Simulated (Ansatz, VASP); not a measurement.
W in VASP and in Ansatz

The input INCAR:

```
SYSTEM = W
ALGO = Fast
EDIFF = 1E-6
ENCUT = 520
GGA = CA
ISIF = 2
ISMEAR = 0
LASPH = .True.
LCHARG = .False.
LREAL = .False.
LWAVE = .False.
NBANDS = 13
NELM = 60
PREC = Accurate
SIGMA = 0.15
```

File KPOINTS:

```
k-points
0
Gamma
  22 22 22
  0 0 0
```

File POSCAR:

```
W
1.0
    0.0000000000      1.9630779584      2.0667284746
    1.9630779584      0.0000000000      2.0667284746
    1.9630779584      1.9630779584      0.0000000000
W
1
Direct
    0.0000000000      0.0000000000      0.0000000000
```

Input for Ansatz:

```yaml
crystal:
  lattice:
    - [0.0, 1.9630779584, 2.0667284746]
    - [1.9630779584, 0.0, 2.0667284746]
    - [1.9630779584, 1.9630779584, 0.0]
  atoms:
    - { symbol: W, position: [0.0, 0.0, 0.0] }
basis:
  ecutwfc: 420
kpoints:
  mp_grid: { grid: [22, 22, 22] }
hamiltonian:
  xc: lda
  pseudopotentials: { kind: paw, azcp: { folder: soft_1 } }
scf:
  occupations: { method: gaussian, width: 0.15 }
output:
  forces: true
  stress: true
  eigenvalues: true
```

Alike in both runs: task single point; functional LDA; k mesh 22 × 22 × 22; occupations gaussian, width 0.15 eV; no spin polarisation.

|  | VASP | Ansatz |
| --- | --- | --- |
| version | VASP 6.6.1 | Ansatz 0.2.0 |
| potentials or method | VASP PAW LDA potentials, release 64 (W_sv), cutoff 520 eV | scalar-relativistic, plane waves, PAW |
| valence electrons in the cell | 14 | 14 |

|  | VASP | Ansatz | Ansatz less VASP |
| --- | --- | --- | --- |
| gap on the k mesh at the Fermi level (eV) | none | none | - |
| pressure (GPa) | -3.1 | -4.8 | -1.66 |
| traceless stress, the component that is largest in VASP (GPa) | 7.30 | 7.35 | +0.049 |

Ansatz warns that its potentials were made for another functional, while VASP's fit it. LDA's correlation is that of Perdew and Zunger in VASP and of Perdew and Wang (1992) in Ansatz. A gap of «none» marks a metal or a gap that the smearing closes.

Neither program's run includes spin-orbit coupling.
